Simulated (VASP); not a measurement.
# InP3 (R-3m) in VASP: further runs, part 2 of 2

VASP 6.6.1. The steps go on from the part before.

### 6 Single point, PBEsol

Contents of INCAR:

```
ALGO = Normal
EDIFF = 1E-6
ENCUT = 520
GGA = PS
ISIF = 2
ISMEAR = -1
LASPH = T
LCHARG = F
LREAL = F
LWAVE = F
NBANDS = 38
NELM = 100
PREC = Accurate
SIGMA = 0.1
```

Contents of KPOINTS:

```
k-points
0
Gamma
  6 6 6
```

Contents of POSCAR:

```
InP3
1.0
    3.7244993001      2.1503406735      3.2950000000
   -3.7244993001      2.1503406735      3.2950000000
    0.0000000000     -4.3006813470      3.2950000000
In P
2 6
Direct
    0.2755000000      0.2755000000      0.2755000000
    0.7245000000      0.7245000000      0.7245000000
    0.7963000000      0.2414000000      0.7963000000
    0.7963000000      0.7963000000      0.2414000000
    0.2414000000      0.7963000000      0.7963000000
    0.2037000000      0.7586000000      0.2037000000
    0.7586000000      0.2037000000      0.2037000000
    0.2037000000      0.2037000000      0.7586000000
```

Potentials or basis: VASP PAW PBE potentials, release 64 (In_d, P).

Launch:

```console
$ cat potpaw_PBE.64/In_d/POTCAR potpaw_PBE.64/P/POTCAR > POTCAR
$ mpirun -np 1 vasp_std > vasp.out
```

OUTCAR:

```text
EDIFF = 1E-6
   ENCUT = 520
   GGA = PS
   ISIF = 2
   ISMEAR = -1
   LASPH = T
   LREAL = F
   NELM = 100
   PREC = Accurate

 ion  position               nearest neighbor table
   1  0.276  0.276  0.276-   8 2.64   7 2.64   6 2.64   8 2.90   6 2.90   7 2.90
   2  0.724  0.724  0.724-   4 2.64   3 2.64   5 2.64   4 2.90   5 2.90   3 2.90
   3  0.796  0.241  0.796-   7 2.20   8 2.20   2 2.64   2 2.90
   4  0.796  0.796  0.241-   6 2.20   7 2.20   2 2.64   2 2.90
   5  0.241  0.796  0.796-   6 2.20   8 2.20   2 2.64   2 2.90
   6  0.204  0.759  0.204-   5 2.20   4 2.20   1 2.64   1 2.90
   7  0.759  0.204  0.204-   3 2.20   4 2.20   1 2.64   1 2.90
   8  0.204  0.204  0.759-   3 2.20   5 2.20   1 2.64   1 2.90

  LATTYP: Found a trigonal (rhomboedric) cell.
 ALAT       =     5.4178302898
 COS(alpha) =     0.0548189717

  Lattice vectors:

 A1 = (   3.7244993001,   2.1503406735,   3.2950000000)
 A2 = (  -3.7244993001,   2.1503406735,   3.2950000000)
 A3 = (   0.0000000000,  -4.3006813470,   3.2950000000)

[... 189 lines left out ...]
 fundamental gap:      0.0382780919
 Fermi energy:         6.7458480486

 k-point     1 :       0.0000    0.0000    0.0000
  band No.  band energies     occupation
      1      -7.7165      2.00000
      2      -7.7165      2.00000
      3      -7.5790      2.00000
      4      -7.5790      2.00000
      5      -7.5407      2.00000
      6      -7.4976      2.00000
[... 973 lines left out ...]
     37      11.3771      0.00000
     38      11.4329      0.00000

 [... further k-points ...]

------------------------ aborting loop because EDIFF is reached ----------------------------------------

  FORCE on cell =-STRESS in cart. coord.  units (eV):
  Direction    XX          YY          ZZ          XY          YZ          ZX
  --------------------------------------------------------------------------------------
  -------------------------------------------------------------------------------------
  Total       -0.2051157     -0.2051157     -0.1355222     -0.0000000      0.0000000      0.0000000
  in kB       -2.0755234     -2.0755234     -1.3713216     -0.0000000      0.0000000      0.0000000
  external PRESSURE =      -1.8407895 kB  Pullay stress =       0.0000000 kB

 VOLUME and BASIS-vectors are now :
 -----------------------------------------------------------------------------
  energy-cutoff  :      520.00
  volume of cell :      158.34
      direct lattice vectors                 reciprocal lattice vectors
     3.724499300  2.150340674  3.295000000     0.134246233  0.077507099  0.101163379
    -3.724499300  2.150340674  3.295000000    -0.134246233  0.077507099  0.101163379
     0.000000000 -4.300681347  3.295000000     0.000000000 -0.155014197  0.101163379

 POSITION                                       TOTAL-FORCE (eV/Angst)
 -----------------------------------------------------------------------------------
      0.00000      0.00000      2.72332         0.000000      0.000000     -0.091176
      0.00000      0.00000      7.16168         0.000000      0.000000      0.091176
      2.06672     -1.19322      6.04303        -0.035058      0.020241     -0.131024
      0.00000      2.38645      6.04303         0.000000     -0.040482     -0.131024
     -2.06672     -1.19322      6.04303         0.035058      0.020241     -0.131024
     -2.06672      1.19322      3.84197         0.035058     -0.020241      0.131024
      2.06672      1.19322      3.84197        -0.035058     -0.020241      0.131024
      0.00000     -2.38645      3.84197         0.000000      0.040482      0.131024
 -----------------------------------------------------------------------------------
    total drift:                               -0.000000     -0.000000      0.000000

  FREE ENERGIE OF THE ION-ELECTRON SYSTEM (eV)
  ---------------------------------------------------
  free  energy   TOTEN  =       -41.3516822553 eV

  energy  without entropy=      -41.3183098631  energy(sigma->0) =      -41.33499606
```

OSZICAR:

```text
N       E                     dE             d eps       ncg     rms          rms(c)
DAV:   1     0.471710474936E+03    0.47171E+03   -0.24237E+04  2432   0.156E+03
DAV:   2     0.231450390441E+02   -0.44857E+03   -0.43082E+03  2478   0.394E+02
DAV:   3    -0.387190229995E+02   -0.61864E+02   -0.59574E+02  3056   0.147E+02
DAV:   4    -0.419747291183E+02   -0.32557E+01   -0.32228E+01  3114   0.318E+01
DAV:   5    -0.421111897028E+02   -0.13646E+00   -0.13622E+00  3650   0.696E+00    0.125E+01
DAV:   6    -0.414348028757E+02    0.67639E+00   -0.12917E+00  3486   0.164E+01    0.726E+00
DAV:   7    -0.413589818934E+02    0.75821E-01   -0.58974E-01  3718   0.566E+00    0.165E+00
DAV:   8    -0.413516239707E+02    0.73579E-02   -0.97160E-02  3658   0.292E+00    0.110E+00
DAV:   9    -0.413516899160E+02   -0.65945E-04   -0.69982E-03  3492   0.519E-01    0.363E-01
DAV:  10    -0.413516633253E+02    0.26591E-04   -0.53724E-04  3900   0.169E-01    0.189E-01
DAV:  11    -0.413516874221E+02   -0.24097E-04   -0.11458E-04  3480   0.763E-02    0.103E-01
DAV:  12    -0.413516817967E+02    0.56254E-05   -0.27330E-05  2820   0.265E-02    0.347E-02
DAV:  13    -0.413516822553E+02   -0.45859E-06   -0.48628E-06  2988   0.120E-02
   1 F= -.41351682E+02 E0= -.41334996E+02  d E =-.333724E-01
```

Run time: 2.6 min. Hardware: 1 thread of Intel Xeon 6975P-C, shared host; peak memory 0.32 GiB.

Results:

```
Free energy            : -41.3517 eV
Pressure               : -0.2 GPa
Largest force          : 0.137 eV/Å
Band gap on the k mesh : zero (band 28 reaches 6.91 eV, above the bottom of band 29 at 6.40 eV)
```

Forces on the atoms (eV/Å):
```
In   0.000  0.000 -0.091
In   0.000  0.000  0.091
P   -0.035  0.020 -0.131
P    0.000 -0.040 -0.131
P    0.035  0.020 -0.131
P    0.035 -0.020  0.131
P   -0.035 -0.020  0.131
P    0.000  0.040  0.131
```

Caveat: the PAW data sets were made with another functional, which shifts forces and pressure a little; spin-orbit coupling is left out, which moves the levels of the heavy elements.

### 7 Overview

```tsv
smearing	gap on the mesh (eV)	pressure (GPa)	largest force (eV/Å)
gaussian 0.3 eV	none	-0.2	0.13
gaussian 0.5 eV	none	-0.1	0.14
fermi-dirac 0.01 eV	none	-0.2	0.16
fermi-dirac 0.02 eV	none	-0.2	0.16
fermi-dirac 0.1 eV	none	-0.2	0.14
```

Alike in all rows: task single point; level PBEsol; potentials or basis VASP PAW PBE potentials, release 64 (In_d, P); no spin polarisation; cell as given; k mesh 6 × 6 × 6; cutoff (eV) 520.

Every run on the cell as given and a fine mesh finds a metal.

Caveats: the PAW data sets were made with another functional, which shifts forces and pressure a little; spin-orbit coupling is left out, which moves the levels of the heavy elements.

Absolute energies hang on the potentials; compare differences alone.
